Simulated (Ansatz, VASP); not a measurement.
**Two plane-wave programs on BaCd3Se4**

```
CELL_PARAMETERS angstrom
5.41539 0.00000 0.00000
0.00000 5.41539 0.00000
0.00000 0.00000 8.93573
ATOMIC_POSITIONS crystal
Ba 0.00000 0.00000 0.28022
Cd 0.50000 0.00000 0.71592
Cd 0.00000 0.50000 0.71592
Cd 0.00000 0.00000 0.92814
Se 0.50000 0.50000 0.61599
Se 0.00000 0.00000 0.63040
Se 0.50000 0.00000 0.03717
Se 0.00000 0.50000 0.03717
```

Alike in both runs: functional PBE; k mesh 3 × 3 × 2; occupations gaussian, width 0.15 eV; no spin polarisation.

Ansatz relaxed the structure, and its values are those at the end. VASP's run is a single point on that final structure, the one shown.

|  | VASP | Ansatz |
| --- | --- | --- |
| version | VASP 6.6.1 | Ansatz 0.2.0 |
| potentials or method | VASP PAW PBE potentials, release 64 (Ba_sv, Cd, Se), cutoff 520 eV | scalar-relativistic, plane waves, PAW |
| valence electrons in the cell | 70 | 134 |

VASP gave:

```
gap on the k mesh at the Fermi level (eV) : none
pressure (GPa)                            : 0.2
rms of the force components (eV/Å)        : 0.026
```

Question: Which values does Ansatz return?

Answer: gap on the k mesh at the Fermi level (eV): none; pressure (GPa): -0.1; rms of the force components (eV/Å): 0.029.

A gap of «none» marks a metal or a gap that the smearing closes. VASP's potentials hold 70 valence electrons a cell and Ansatz's 134, so a difference there can come from the potentials and not from the codes.

The k mesh is coarse, so the values compare programs but aren't converged. Neither program's run includes spin-orbit coupling.
